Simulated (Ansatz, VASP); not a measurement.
## Au: VASP beside Ansatz

Contents of INCAR:

```
SYSTEM = Au
  PREC = Accurate
  ENCUT = 520
  EDIFF = 1E-7
  ISMEAR = 0
  SIGMA = 0.15
  LREAL = .False.
  LASPH = .True.
  NELM = 80
  ALGO = Normal
  ISIF = 2
  LWAVE = .False.
  LCHARG = .False.
  GGA = PS
  NBANDS = 12
```

Contents of KPOINTS:

```
Automatic mesh
0
Gamma
  20 20 20
  0 0 0
```

The input POSCAR:

```
Au
1.0
   -1.6821280350      1.6821280350      1.6821280350
    1.6821280350     -1.6821280350      1.6821280350
    1.6821280350      1.6821280350     -1.6821280350
Au
1
Direct
    0.0000000000      0.0000000000      0.0000000000
```

Input for Ansatz:

```yaml
crystal:
  lattice:
    - [-1.682128035, 1.682128035, 1.682128035]
    - [1.682128035, -1.682128035, 1.682128035]
    - [1.682128035, 1.682128035, -1.682128035]
  atoms:
    - { symbol: Au, position: [0.0, 0.0, 0.0] }
basis:
  ecutwfc: 420
kpoints:
  mp_grid: { grid: [20, 20, 20] }
hamiltonian:
  xc: pbesol
scf:
  occupations: { method: gaussian, width: 0.15 }
output:
  forces: true
  stress: true
  eigenvalues: true
```

Change from the starting cell: strain +0.015 along x and y, +0.015 along z, atoms carried along.

Alike in both runs: task single point; functional PBEsol; k mesh 20 × 20 × 20; occupations gaussian, width 0.15 eV; no spin polarisation.

|  | VASP | Ansatz |
| --- | --- | --- |
| version | VASP 6.6.1 | Ansatz 0.2.0 |
| potentials or method | VASP PAW PBE potentials, release 64 (Au), cutoff 520 eV | scalar-relativistic, plane waves, PAW |
| valence electrons in the cell | 11 | 19 |

Ansatz gave:

```
gap on the k mesh at the Fermi level (eV) : none
pressure (GPa)                            : -13.8
```

Which values does VASP return?

gap on the k mesh at the Fermi level (eV): none; pressure (GPa): -14.0.

VASP's potentials were made for PBE, not for PBEsol. A gap of «none» marks a metal or a gap that the smearing closes. VASP's potentials hold 11 valence electrons a cell and Ansatz's 19, so a difference there can come from the potentials and not from the codes.

Neither program's run includes spin-orbit coupling.
